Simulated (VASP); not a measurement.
Ta8N7 (a cell with a defect): single point with PBE

System: Ta8N7 (a cell with a defect).

```
N Ta
1.0
     5.80334    0.00000    0.00000
    -2.90167    5.02584    0.00000
     0.00000    0.00000    5.69470
N Ta
7 8
Direct
  0.99877 0.99852 0.00012
  0.99817 0.99913 0.50013
  0.99881 0.49883 0.00015
  0.99820 0.49762 0.50014
  0.49851 0.99852 0.00014
  0.49969 0.99911 0.50014
  0.49869 0.49861 0.00015
  0.16623 0.33239 0.24938
  0.16624 0.33237 0.75088
  0.16536 0.83196 0.25133
  0.16536 0.83195 0.74893
  0.66492 0.33239 0.24941
  0.66494 0.33235 0.75092
  0.66496 0.83113 0.24936
  0.66492 0.83103 0.75085
```

```
Program             : VASP 6.6.1
Task                : single point
Functional          : PBE
Potentials or basis : VASP PAW PBE potentials, release 64 (N, Ta_pv)
Cutoff              : 520 eV
k mesh              : 3 × 3 × 3
Occupations         : gaussian, width 0.1 eV
Spin                : no spin polarisation
```

```json
{"Pressure": "17.9 GPa", "Largest force": "0.021 eV/Å", "Band gap on the k mesh": "zero (an odd number of electrons rules out a gap without spin polarisation)"}
```

Forces in eV/Å, atoms in the order of the input:
```
N    0.003 -0.002  0.000
N    0.003 -0.003 -0.001
N   -0.001 -0.001  0.000
N    0.000 -0.001  0.001
N   -0.002 -0.002 -0.001
N    0.000 -0.001  0.000
N    0.000 -0.001 -0.001
Ta   0.010  0.008  0.014
Ta   0.009  0.007 -0.014
Ta   0.001  0.000 -0.001
Ta   0.001  0.001  0.002
Ta  -0.009  0.008  0.014
Ta  -0.010  0.008 -0.016
Ta  -0.002 -0.014  0.015
Ta  -0.003 -0.007 -0.012
```

Stress tensor (GPa, compression positive):
```
15.79  0.01  0.01
 0.01 15.80 -0.01
 0.01 -0.01 22.15
```

Levels at points of the mesh, in eV from the Fermi level:
```
           k point  band 59  band 60  band 61  band 62  band 63  band 64
(0.00, 0.00, 0.00)    -0.34    -0.34    -0.08    -0.08     0.76     0.76
```

Run time: 12 min on 1 thread of Intel Xeon 8259CL (shared host), peak memory 0.37 GiB.

Caveat: the k points lie up to 0.42 Å⁻¹ apart, too coarse for converged energies and pressures of a metal; spin-orbit coupling is left out, which moves the levels of the heavy elements.
